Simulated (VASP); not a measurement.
Here is a VASP 6.6.1 calculation.

The input INCAR:

```
SYSTEM = HfN
PREC     = Accurate       ! precision mode
ENCUT    = 520            ! plane-wave cutoff, eV
EDIFF    = 1E-6           ! SCF threshold, eV
ISMEAR   = 0              ! smearing method
SIGMA    = 0.1            ! smearing width, eV
LREAL    = .False.        ! projectors in reciprocal space
LASPH    = .True.         ! aspherical terms in the spheres
NELM     = 60             ! most SCF steps
ALGO     = Normal         ! electronic algorithm
ISIF     = 2              ! what is computed and relaxed
LWAVE    = .False.        ! write WAVECAR
LCHARG   = .False.        ! write CHGCAR
GGA      = PE             ! functional
NBANDS   = 23             ! bands
```

Contents of KPOINTS:

```
regular mesh
0
Gamma
  18 18 10
  0 0 0
```

The input POSCAR:

```
HfN
1.0
    3.1370979717      0.0000000000      0.0000000000
   -1.5685489859      2.7168065377      0.0000000000
    0.0000000000      0.0000000000      5.6688556327
Hf N
2 2
Direct
    0.6666666667      0.3333333333      0.7500000000
    0.3333333333      0.6666666667      0.2500000000
    0.0000000000      0.0000000000      0.0000000000
    0.0000000000      0.0000000000      0.5000000000
```

Potentials or basis: VASP PAW PBE potentials, release 64 (Hf_pv, N).

Launch:

```console
$ cat potpaw_PBE.64/Hf_pv/POTCAR potpaw_PBE.64/N/POTCAR > POTCAR
$ mpirun -np 1 vasp_std > vasp.out
```

Q: Estimate the band gap on the k mesh.

A: Zero (band 15 reaches 8.99 eV, above the bottom of band 16 at 7.01 eV).

Q: What does it give for the pressure?

A: -8.1 GPa.

Stress tensor (GPa, compression positive):
```
 -2.13   0.00   0.00
  0.00  -2.13   0.00
  0.00   0.00 -20.16
```

Caveat: the cell differs from its parent crystal (uniaxial strain along c: +4.0 %, then relaxed in part); spin-orbit coupling is left out, which moves the levels of the heavy elements.
